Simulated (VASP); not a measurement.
Set up this calculation in VASP 6.6.1, as the native input.

- Task: single point
- Functional: r2SCAN
- Potentials or basis: VASP PAW PBE potentials, release 64 (Pb_d, F)
- Cutoff: 520 eV
- k mesh: 8 × 8 × 8
- Occupations: gaussian, width 0.01 eV
- Spin: no spin polarisation
- Dipole correction: no
- Further INCAR settings: ALGO = Normal; EDIFF = 1e-06; NBANDS = 21

The system is PbF2.

```xyz
3
Lattice="2.9364 2.9364 0.0000 -2.9364 2.9364 0.0000 0.0000 2.9364 2.9364" Properties=species:S:1:pos:R:3 pbc="T T T"
Pb    0.0000    0.0000    0.0000
F    -1.4682    4.4046    1.4682
F     1.4682    4.4046    1.4682
```

These files were run (other wordings do the same):

POSCAR

```
PbF2
1.0
    2.9364165786      2.9364165786      0.0000000000
   -2.9364165786      2.9364165786      0.0000000000
    0.0000000000      2.9364165786      2.9364165786
Pb F
1 2
Direct
    0.0000000000      0.0000000000      0.0000000000
    0.2500000000      0.7500000000      0.5000000000
    0.7500000000      0.2500000000      0.5000000000
```

INCAR.step1

```
PREC = Accurate
ENCUT = 520
ISMEAR = 0
SIGMA = 0.01
LREAL = False
LASPH = True
NELM = 80
NBANDS = 21
GGA = PE
ALGO = Normal
EDIFF = 1E-4
LWAVE = True
LCHARG = False
```

INCAR.step2

```
PREC = Accurate
ENCUT = 520
EDIFF = 1E-6
ISMEAR = 0
SIGMA = 0.01
LREAL = False
LASPH = True
NELM = 80
ALGO = Normal
ISIF = 2
LWAVE = False
LCHARG = False
METAGGA = R2SCAN
LMIXTAU = True
NBANDS = 21
ISTART = 1
```

KPOINTS

```
Automatic mesh
0
Gamma
  8 8 8
```

Potentials or basis: VASP PAW PBE potentials, release 64 (Pb_d, F).

Launch:

```sh
$ cat potpaw_PBE.64/Pb_d/POTCAR potpaw_PBE.64/F/POTCAR > POTCAR
$ cp INCAR.step1 INCAR
$ mpirun -np 1 vasp_std > vasp.out
$ cp INCAR.step2 INCAR
$ mpirun -np 1 vasp_std > vasp.out
```

It gave:

The pressure is 2.0 GPa and the band gap on the k mesh is 4.92 eV (least direct gap 5.07 eV).

Caveat: the PAW data sets were made with another functional, which shifts forces and pressure a little; spin-orbit coupling is left out, which moves the levels of the heavy elements.

Wall time 45 s on 1 thread of Intel(R) Xeon(R) 6975P-C (Granite Rapids), with other jobs on the host, peak memory 0.19 GiB.
